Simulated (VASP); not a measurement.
Crystal: LiNbO3.

```xyz
5
Lattice="4.0315 0.0000 0.0000 0.0000 4.0315 0.0000 0.0000 0.0000 4.0315" Properties=species:S:1:pos:R:3 pbc="T T T"
Li    0.0000    0.0000    0.0000
Nb    2.0157    2.0157    2.0157
O     2.0157    2.0157    0.0000
O     2.0157    0.0000    2.0157
O     0.0000    2.0157    2.0157
```

This cell differs from its parent crystal: strain +2.5%.

Base run:

- Program: VASP 6.6.1
- Functional: r2SCAN
- Potentials or basis: VASP PAW PBE potentials, release 64 (Li_sv, Nb_sv, O)
- Cutoff: 520 eV
- k mesh: 6 × 6 × 6
- Occupations: gaussian, width 0.01 eV
- Spin: no spin polarisation

Its results: band gap on the k mesh 1.91 eV (least direct gap 2.77 eV).

Problem. The run is repeated on the same cell with these changes: functional from r2SCAN to PBE; occupations from gaussian, width 0.01 eV to fermi-dirac, width 0.02 eV. What comes out?

Solution. Band gap on the k mesh 1.55 eV (least direct gap 2.36 eV).

A k mesh can miss the band edges.
